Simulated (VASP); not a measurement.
Crystal: VH6.

```
CELL_PARAMETERS angstrom
3.81515 0.00000 0.00000
0.00000 3.81515 0.00000
0.00000 0.00000 3.81515
ATOMIC_POSITIONS crystal
V 0.00000 0.00000 0.00000
H 0.50000 0.50000 0.20700
H 0.50000 0.50000 0.79300
H 0.20700 0.50000 0.50000
H 0.79300 0.50000 0.50000
H 0.50000 0.20700 0.50000
H 0.50000 0.79300 0.50000
```

The cell was generated, and may not be a known phase.

```yaml
Program: VASP 6.6.1
Task: relaxation of cell and atoms
Functional: PBE
Potentials_or_basis: VASP PAW PBE potentials, release 64 (V_sv, H)
Cutoff: 600 eV
k_mesh: 4 × 4 × 4
Occupations: gaussian, width 0.1 eV
Spin: collinear spin, ferromagnetic start
Starting_moments: "[2.0, 0.0, 0.0, 0.0, 0.0, 0.0, 0.0] μB"
```

At the start: pressure -23.1 GPa; volume 7.93 Å³/atom.

**Question.** How do energy, volume and symmetry change on relaxing?

**Answer.** Over 12 steps the energy falls by 564.9 meV/atom and the volume is 4.62 Å³/atom (-41.7 %); space group Pm-3m (No. 221, to 0.1 Å) before and after; moment 0.08 μB per cell.

The path:
```csv
step,energy change (eV),largest force (eV/Å),pressure (GPa),volume (Å³)
1,0.0000,0.4368,-23.11,55.53
2,-1.4010,0.6915,-24.05,46.83
3,-3.3096,1.0387,21.49,26.27
4,-3.4111,1.0856,-3.80,30.97
5,-3.4538,1.0907,3.58,29.20
6,-3.7689,0.2075,12.65,28.11
7,-3.7692,0.1681,13.14,28.07
8,-3.9006,0.1845,5.47,30.03
9,-3.9528,0.0884,-0.44,32.26
10,-3.9530,0.0808,-0.69,32.39
11,-3.9529,0.0901,0.52,32.33
12,-3.9541,0.0005,-0.13,32.36
```

Final structure:
```xyz
7
Lattice="3.1866 0.0000 0.0000 0.0000 3.1866 0.0000 0.0000 0.0000 3.1866" Properties=species:S:1:pos:R:3 pbc="T T T"
V     0.0000    0.0000    3.1866
H     1.5933    1.5933    0.4561
H     1.5933    1.5933    2.7305
H     0.4561    1.5933    1.5933
H     2.7305    1.5933    1.5933
H     1.5933    0.4561    1.5933
H     1.5933    2.7305    1.5933
```

Caveat: the k points lie up to 0.49 Å⁻¹ apart in the final cell; the volume moved by over 15 % at a fixed basis, so the end points are rough.
